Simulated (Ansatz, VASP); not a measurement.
**Ti: VASP beside Ansatz**

```
Ti
1.0
     2.93638    0.00000    0.00000
    -1.46819    2.54298    0.00000
     0.00000    0.00000    9.36344
Ti
4
Direct
  0.00000 0.00000 0.50000
  0.00000 0.00000 0.00000
  0.33333 0.66667 0.75000
  0.66667 0.33333 0.25000
```

Alike in both runs: functional PBE; k mesh 18 × 18 × 6; occupations gaussian, width 0.1 eV; no spin polarisation.

Ansatz relaxed the structure, and its values are those at the end. VASP's run is a single point on that final structure, the one shown.

|  | VASP | Ansatz |
| --- | --- | --- |
| version | VASP 6.6.1 | Ansatz 0.2.0 |
| potentials or method | VASP PAW PBE potentials, release 64 (Ti_sv), cutoff 520 eV | scalar-relativistic, plane waves, PAW |
| valence electrons in the cell | 48 | 48 |

|  | VASP | Ansatz | Ansatz less VASP |
| --- | --- | --- | --- |
| gap on the k mesh at the Fermi level (eV) | none | none | - |
| pressure (GPa) | -0.3 | 0.0 | +0.33 |

A gap of «none» marks a metal or a gap that the smearing closes.
